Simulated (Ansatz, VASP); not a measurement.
## HfBeP2: VASP beside Ansatz

```xyz
4
Lattice="3.9940 0.0000 0.0000 -1.9970 3.4589 0.0000 0.0000 0.0000 4.7247" Properties=species:S:1:pos:R:3 pbc="T T T"
Hf    0.0000    0.0000    2.3624
Be    0.0000    0.0000    0.0000
P     0.0000    2.3059    0.0000
P     1.9970    1.1530    0.0000
```

Alike in both runs: functional PBE; k mesh 6 × 6 × 4; occupations gaussian, width 0.1 eV; no spin polarisation.

Ansatz relaxed the structure, and its values are those at the end. VASP's run is a single point on that final structure, the one shown.

|  | VASP | Ansatz |
| --- | --- | --- |
| version | VASP 6.6.1 | Ansatz 0.2.0 |
| potentials or method | VASP PAW PBE potentials, release 64 (Hf_pv, Be, P), cutoff 520 eV | scalar-relativistic, plane waves, PAW |
| valence electrons in the cell | 22 | 38 |

|  | VASP | Ansatz | Ansatz less VASP |
| --- | --- | --- | --- |
| gap on the k mesh at the Fermi level (eV) | none | none | - |
| pressure (GPa) | -0.2 | 0.1 | +0.30 |

A gap of «none» marks a metal or a gap that the smearing closes. VASP's potentials hold 22 valence electrons a cell and Ansatz's 38, so a difference there can come from the potentials and not from the codes.

Neither program's run includes spin-orbit coupling.
